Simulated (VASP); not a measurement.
Runs of VASP 6.6.1 on TiAl. The structure is that of space group P4/mmm (No. 123), or close to it. The cells are those of the table. 

```tsv
cell	k mesh	gap on the mesh (eV)	pressure (GPa)
a = 2.806, b = 2.806, c = 4.054 Å, 2 atoms	14 × 14 × 10	none	2.0
a = 2.822, b = 2.822, c = 4.078 Å, 2 atoms	14 × 14 × 10	none	-0.1
a = 2.785, b = 2.785, c = 4.022 Å, 2 atoms	14 × 14 × 10	none	(a)
a = 2.622, b = 2.622, c = 3.759 Å, 2 atoms	16 × 16 × 12	none	39.8
```

Alike in all rows: task single point; level PBE; potentials or basis VASP PAW PBE potentials, release 64 (Ti_sv, Al); no spin polarisation; cutoff (eV) 520; smearing gaussian 0.1 eV.

Q: Estimate the missing entries.

A: (a) 4.9.

A gap of «none» marks levels without a gap at the run's occupations.
